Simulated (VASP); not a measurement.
# Mn (Fm-3m) in VASP: a series of runs, part 2 of 2

VASP 6.6.1. Earlier steps stand in the parts before.

**3. Single point, PBEsol, collinear spin, ferromagnetic start**

This run uses another cell than the first one, of 13.64 Å³/atom, 1.320 times its volume.

Contents of INCAR:

```
SYSTEM = Mn
PREC = Accurate ; ENCUT = 520
EDIFF = 1E-7 ; ISMEAR = 0
SIGMA = 0.1 ; LREAL = .FALSE.
LASPH = .TRUE. ; NELM = 150
ALGO = Normal ; ISIF = 2
LWAVE = .FALSE. ; LCHARG = .TRUE.
ISPIN = 2 ; MAGMOM = 4
LORBIT = 11 ; LMAXMIX = 4
GGA = PS ; LELF = .TRUE.
LVHAR = .TRUE. ; NBANDS = 16
```

Contents of KPOINTS:

```
regular mesh
0
G
  8 8 8
  0 0 0
```

Contents of POSCAR:

```
Mn
1.0
    0.0000000000      1.8965904936      1.8965904936
    1.8965904936      0.0000000000      1.8965904936
    1.8965904936      1.8965904936      0.0000000000
Mn
1
Direct
    0.0000000000      0.0000000000      0.0000000000
```

Potentials or basis: VASP PAW PBE potentials, release 64 (Mn_pv).

Started as:

```bash
> cat potpaw_PBE.64/Mn_pv/POTCAR > POTCAR
> mpirun -np 1 vasp_std > vasp.out
```

It took 26 s on 1 thread of Intel Xeon 8259CL, shared host; peak memory 0.13 GiB.

The run converged. Its results:

| Quantity | Value |
| --- | --- |
| Free energy | -9.0974 eV |
| Pressure | -35.6 GPa |
| Net moment | 1.52 μB per cell |
| Site moments | Mn +1.51 μB |
| Valence electrons inside the program's atomic spheres | Mn 11.61 |

Levels at points of the mesh, in eV from the Fermi level:
Spin up:
```tsv
k point	band 5	band 6	band 7	band 8	band 9	band 10
(0.00, 0.00, 0.00)	-1.33	-1.33	-1.33	-0.42	-0.42	19.67
(0.50, 0.00, 0.00)	-1.54	-1.54	0.19	0.55	0.55	6.29
(0.50, 0.50, 0.00)	-3.24	0.35	0.86	0.86	2.60	9.19
```
Spin down:
```
           k point  band 3  band 4  band 5  band 6  band 7  band 8  band 9  band 10
(0.00, 0.00, 0.00)  -46.65   -7.14   -0.14   -0.14   -0.14    1.43    1.43    19.63
(0.50, 0.00, 0.00)  -46.70   -3.10   -0.06   -0.06    0.42    2.12    2.12     7.21
(0.50, 0.50, 0.00)  -46.78   -2.80   -2.27    2.20    2.20    2.28    2.87    10.21
```

Caveat: the PAW data sets were made with another functional, which shifts forces and pressure a little.

**4. Single point, PBEsol**

This run uses another cell than the first one, of 10.36 Å³/atom, 1.002 times its volume.

Contents of INCAR:

```
SYSTEM = Mn
PREC = Accurate
ENCUT = 520
EDIFF = 1E-6
ISMEAR = 0
SIGMA = 0.1
LREAL = .False.
LASPH = .True.
NELM = 80
ALGO = Fast
ISIF = 2
LWAVE = .False.
LCHARG = .True.
GGA = PS
LELF = .True.
LVHAR = .True.
NBANDS = 12
```

Contents of KPOINTS:

```
Automatic mesh
0
Gamma
  20 20 20
  0 0 0
```

Contents of POSCAR:

```
Mn
1.0
    0.0000000000      1.7300490107      1.7300490107
    1.7300490107      0.0000000000      1.7300490107
    1.7300490107      1.7300490107      0.0000000000
Mn
1
Direct
    0.0000000000      0.0000000000      0.0000000000
```

Started as:

```bash
> cat potpaw_PBE.64/Mn_pv/POTCAR > POTCAR
> mpirun -np 1 vasp_std > vasp.out
```

It took 24 s on 1 thread of Intel Xeon Platinum 8488C (Sapphire Rapids), shared host; peak memory 0.14 GiB.

Results (log left out):

```yaml
Free_energy: -9.6783 eV
Pressure: 0.0 GPa
```

Levels at points of the mesh, in eV from the Fermi level:
```csv
k point,band 4,band 5,band 6,band 7,band 8,band 9,band 10,band 11
"(0.00, 0.00, 0.00)",-8.50,-1.21,-1.21,-1.21,0.56,0.56,21.65,27.67
"(0.50, 0.00, 0.00)",-4.74,-1.35,-1.35,0.53,1.81,1.81,9.45,20.46
"(0.50, 0.50, 0.00)",-4.99,-4.14,1.76,2.15,2.15,3.66,12.73,16.27
```

Caveat: the PAW data sets were made with another functional, which shifts forces and pressure a little; the run has no spin polarisation, though such a crystal can be magnetic.

**5. Relaxation of cell and atoms, PBEsol, collinear spin, ferromagnetic start**

This run uses another cell than the first one, of 13.64 Å³/atom, 1.320 times its volume.

Contents of INCAR:

```
PREC = Accurate ; ENCUT = 600
EDIFF = 1E-7 ; ISMEAR = 0
SIGMA = 0.1 ; LREAL = F
LASPH = T ; NELM = 150
ALGO = Fast ; ISIF = 3
LWAVE = F ; LCHARG = F
ISPIN = 2 ; MAGMOM = 0.8
LORBIT = 11 ; LMAXMIX = 4
GGA = PS ; IBRION = 2
NSW = 80 ; EDIFFG = -0.05
```

Contents of KPOINTS:

```
regular mesh
0
Gamma
  8 8 8
```

Contents of POSCAR:

```
Mn
1.0
    0.0000000000      1.8965904936      1.8965904936
    1.8965904936      0.0000000000      1.8965904936
    1.8965904936      1.8965904936      0.0000000000
Mn
1
Direct
    0.0000000000      0.0000000000      0.0000000000
```

Started as:

```bash
> cat potpaw_PBE.64/Mn_pv/POTCAR > POTCAR
> mpirun -np 1 vasp_std > vasp.out
```

Run time: 39 s. Hardware: 1 thread of Intel Xeon Platinum 8488C (Sapphire Rapids), shared host; peak memory 0.16 GiB.

The run converged. Its results:

```yaml
Free_energy: -9.6818 eV
Relaxed_volume: 10.35 Å³/atom
Relaxed_cell: a = 2.446 Å, b = 2.446 Å, c = 2.446 Å, α = 60.00°, β = 60.00°, γ = 60.00°
Space_group_after_relaxing_to_0.05_Å: Fm-3m (No. 225)
Energy_gained_by_relaxing: 596.1 meV/atom
Ionic_steps: 5
Pressure_after_relaxing: 0.0 GPa
Net_moment: 0.00 μB per cell
Valence_electrons_inside_the_program's_atomic_spheres: Mn 12.07
```

The path:
```csv
step,energy change (eV),largest force (eV/Å),pressure (GPa),volume (Å³)
1,0.0000,0.0000,-44.08,13.64
2,0.7690,0.0000,204.34,7.49
3,-0.5907,0.0000,-6.85,10.59
4,-0.5954,0.0000,-2.50,10.43
5,-0.5961,0.0000,-0.04,10.35
```

Final structure:
```cif
data_structure
_symmetry_space_group_name_H-M 'P 1'
_symmetry_Int_Tables_number 1
_cell_length_a 2.4459
_cell_length_b 2.4459
_cell_length_c 2.4459
_cell_angle_alpha 60.000
_cell_angle_beta 60.000
_cell_angle_gamma 60.000
_cell_volume 10.35
loop_
_atom_site_label
_atom_site_type_symbol
_atom_site_fract_x
_atom_site_fract_y
_atom_site_fract_z
_atom_site_occupancy
Mn1 Mn 0.00000 0.00000 0.00000 1
```

Levels at points of the mesh, in eV from the Fermi level:
Spin up:
| k point | band 3 | band 4 | band 5 | band 6 | band 7 | band 8 | band 9 | band 10 |
| --- | --- | --- | --- | --- | --- | --- | --- | --- |
| (0.00, 0.00, 0.00) | -47.52 | -8.56 | -1.27 | -1.27 | -1.27 | 0.51 | 0.51 | 21.58 |
| (0.50, 0.00, 0.00) | -47.63 | -4.81 | -1.40 | -1.40 | 0.47 | 1.77 | 1.77 | 9.41 |
| (0.50, 0.50, 0.00) | -47.83 | -5.05 | -4.20 | 1.72 | 2.10 | 2.10 | 3.60 | 12.69 |
Spin down:
| k point | band 5 | band 6 | band 7 | band 8 | band 9 | band 10 |
| --- | --- | --- | --- | --- | --- | --- |
| (0.00, 0.00, 0.00) | -1.27 | -1.27 | -1.27 | 0.51 | 0.51 | 21.58 |
| (0.50, 0.00, 0.00) | -1.40 | -1.40 | 0.47 | 1.77 | 1.77 | 9.41 |
| (0.50, 0.50, 0.00) | -4.20 | 1.72 | 2.10 | 2.10 | 3.60 | 12.69 |

Caveat: the volume moved by over 15 % at a fixed basis, so the end points are rough; the PAW data sets were made with another functional, which shifts forces and pressure a little.

**6. Relaxation of cell and atoms, PBEsol**

Contents of INCAR:

```
ALGO     = Normal         # electronic algorithm
EDIFF    = 1E-6           # SCF threshold, eV
EDIFFG   = -0.01          # ionic threshold
ENCUT    = 600            # plane-wave cutoff, eV
GGA      = PS             # functional
IBRION   = 2              # ionic algorithm
ISIF     = 3              # what is computed and relaxed
ISMEAR   = 0              # smearing method
LASPH    = True           # aspherical terms in the spheres
LCHARG   = False          # write CHGCAR
LREAL    = False          # projectors in reciprocal space
LWAVE    = False          # write WAVECAR
NELM     = 100            # most SCF steps
NSW      = 80             # ionic steps
PREC     = Accurate       # precision mode
SIGMA    = 0.1            # smearing width, eV
```

Contents of KPOINTS:

```
k-points
0
Gamma
  20 20 20
```

Contents of POSCAR:

```
Mn
1.0
    0.0000000000      1.7287716761      1.7287716761
    1.7287716761      0.0000000000      1.7287716761
    1.7287716761      1.7287716761      0.0000000000
Mn
1
Direct
    0.0000000000      0.0000000000      0.0000000000
```

Potentials or basis: VASP PAW PBE potentials, release 64 (Mn_pv).

Started as:

```bash
> cat potpaw_PBE.64/Mn_pv/POTCAR > POTCAR
> mpirun -np 1 vasp_std > vasp.out
```

It took 40 s on 1 thread of Intel Xeon Platinum 8488C (Sapphire Rapids), shared host; peak memory 0.15 GiB.

It converged, with:

* Free energy: -9.6782 eV
* Relaxed volume: 10.35 Å³/atom
* Relaxed cell: a = 2.446 Å, b = 2.446 Å, c = 2.446 Å, α = 60.00°, β = 60.00°, γ = 60.00°
* Space group after relaxing (to 0.05 Å): Fm-3m (No. 225)
* Energy gained by relaxing: 0.0 meV/atom
* Ionic steps: 3
* Pressure after relaxing: 0.1 GPa

Final structure:
```yaml
crystal:
  lattice:
    - [0.00000, 1.72960, 1.72960]
    - [1.72960, 0.00000, 1.72960]
    - [1.72960, 1.72960, 0.00000]
  atoms:
    - { symbol: Mn, position: [0.00000, 0.00000, 0.00000] }
```

Levels at points of the mesh, in eV from the Fermi level:
| k point | band 3 | band 4 | band 5 | band 6 | band 7 | band 8 | band 9 | band 10 |
| --- | --- | --- | --- | --- | --- | --- | --- | --- |
| (0.00, 0.00, 0.00) | -47.47 | -8.50 | -1.21 | -1.21 | -1.21 | 0.56 | 0.56 | 21.65 |
| (0.50, 0.00, 0.00) | -47.59 | -4.75 | -1.35 | -1.35 | 0.53 | 1.81 | 1.81 | 9.46 |
| (0.50, 0.50, 0.00) | -47.78 | -5.00 | -4.14 | 1.76 | 2.15 | 2.15 | 3.66 | 12.74 |

Caveat: the PAW data sets were made with another functional, which shifts forces and pressure a little; the run has no spin polarisation, though such a crystal can be magnetic. Spin polarisation is off, so any magnetic state and its effect on volume and gap are missing.

**7. Summary**

| task | spin | cell | k mesh | cutoff (eV) | gap on the mesh (eV) | pressure (GPa) | moment (μB) | relaxed volume (Å³/atom) |
| --- | --- | --- | --- | --- | --- | --- | --- | --- |
| single point | collinear, ferromagnetic start | a = 2.445 Å, angles 60.0°, 1 atom | 8 × 8 × 8 | 520 | none | 0.4 | 0.00 | - |
| single point | collinear, ferromagnetic start | a = 2.682 Å, angles 60.0°, 1 atom | 8 × 8 × 8 | 520 | none | -35.6 | 1.52 | - |
| single point | off | a = 2.447 Å, angles 60.0°, 1 atom | 20 × 20 × 20 | 520 | none | 0.0 | - | - |
| relaxation of cell and atoms | collinear, ferromagnetic start | relaxed from a = 2.682 Å, angles 60.0°, 1 atom | 8 × 8 × 8 | 600 | none | 0.0 | 0.00 | 10.35 |
| relaxation of cell and atoms | off | relaxed from a = 2.445 Å, angles 60.0°, 1 atom | 20 × 20 × 20 | 600 | none | 0.1 | - | 10.35 |

Alike in all rows: level PBEsol; potentials or basis VASP PAW PBE potentials, release 64 (Mn_pv); smearing gaussian 0.1 eV.

Caveats: some runs use coarse meshes; the PAW data sets were made with another functional, which shifts forces and pressure a little; the volume moved by over 15 % at a fixed basis, so the end points are rough (some runs).

Absolute energies hang on the potentials; compare differences alone.
